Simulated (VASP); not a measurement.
Set up this calculation in VASP 6.6.1, as the native input.

- Task: single point
- Functional: PBE-based global hybrid
- Potentials or basis: VASP PAW PBE potentials, release 64 (S, Li_sv)
- Cutoff: 650 eV
- k mesh: 4 × 4 × 4
- Occupations: gaussian, width 0.01 eV
- Spin: no spin polarisation
- Dipole correction: no
- Grid for exact exchange (PRECFOCK): Normal
- Share of exact exchange: 0.75
- Further INCAR settings: ALGO = Normal; EDIFF = 1e-06; NBANDS = 13

Crystal: Li2S.

```
CELL_PARAMETERS angstrom
0.00000 2.84529 2.84529
2.84529 0.00000 2.84529
2.84529 2.84529 0.00000
ATOMIC_POSITIONS crystal
S 0.00000 0.00000 0.00000
Li 0.25000 0.25000 0.25000
Li 0.75000 0.75000 0.75000
```

The input as run:

POSCAR

```
Li2S
1.0
    0.0000000000      2.8452942165      2.8452942165
    2.8452942165      0.0000000000      2.8452942165
    2.8452942165      2.8452942165      0.0000000000
S Li
1 2
Direct
    0.0000000000      0.0000000000      0.0000000000
    0.2500000000      0.2500000000      0.2500000000
    0.7500000000      0.7500000000      0.7500000000
```

INCAR.step1

```
ALGO     = Normal         # electronic algorithm
EDIFF    = 1E-5           # SCF threshold, eV
ENCUT    = 650            # plane-wave cutoff, eV
GGA      = PE             # functional
GGA_COMPAT= F            
ISIF     = 2              # what is computed and relaxed
ISMEAR   = 0              # smearing method
LASPH    = T              # aspherical terms in the spheres
LCHARG   = F              # write CHGCAR
LREAL    = F              # projectors in reciprocal space
LWAVE    = T              # write WAVECAR
NBANDS   = 13             # bands
NELM     = 120            # most SCF steps
PREC     = Accurate       # precision mode
SIGMA    = 0.01           # smearing width, eV
```

INCAR.step2

```
AEXX     = 0.75           # exact-exchange fraction
ALGO     = Normal         # electronic algorithm
EDIFF    = 1E-6           # SCF threshold, eV
ENCUT    = 650            # plane-wave cutoff, eV
GGA      = PE             # functional
GGA_COMPAT= F            
ISIF     = 2              # what is computed and relaxed
ISMEAR   = 0              # smearing method
ISTART   = 1            
LASPH    = T              # aspherical terms in the spheres
LCHARG   = F              # write CHGCAR
LHFCALC  = T              # exact exchange
LREAL    = F              # projectors in reciprocal space
LWAVE    = F              # write WAVECAR
NBANDS   = 13             # bands
NELM     = 120            # most SCF steps
PREC     = Accurate       # precision mode
PRECFOCK = Normal       
SIGMA    = 0.01           # smearing width, eV
```

KPOINTS

```
k-points
0
Gamma
  4 4 4
```

Potentials or basis: VASP PAW PBE potentials, release 64 (S, Li_sv).

The run is started by

```bash
$ cat potpaw_PBE.64/S/POTCAR potpaw_PBE.64/Li_sv/POTCAR > POTCAR
$ cp INCAR.step1 INCAR
$ mpirun -np 1 vasp_std > vasp.out
$ cp INCAR.step2 INCAR
$ mpirun -np 1 vasp_std > vasp.out
```

It gave:

The pressure is -2.4 GPa and the band gap on the k mesh is 8.51 eV, indirect (least direct gap 9.73 eV).

Caveat: the k points lie up to 0.48 Å⁻¹ apart; the PAW data sets were made with another functional, which shifts forces and pressure a little.

Wall time 2.9 min on 1 thread of Intel(R) Xeon(R) 6975P-C (Granite Rapids), with other jobs on the host, peak memory 0.2 GiB.
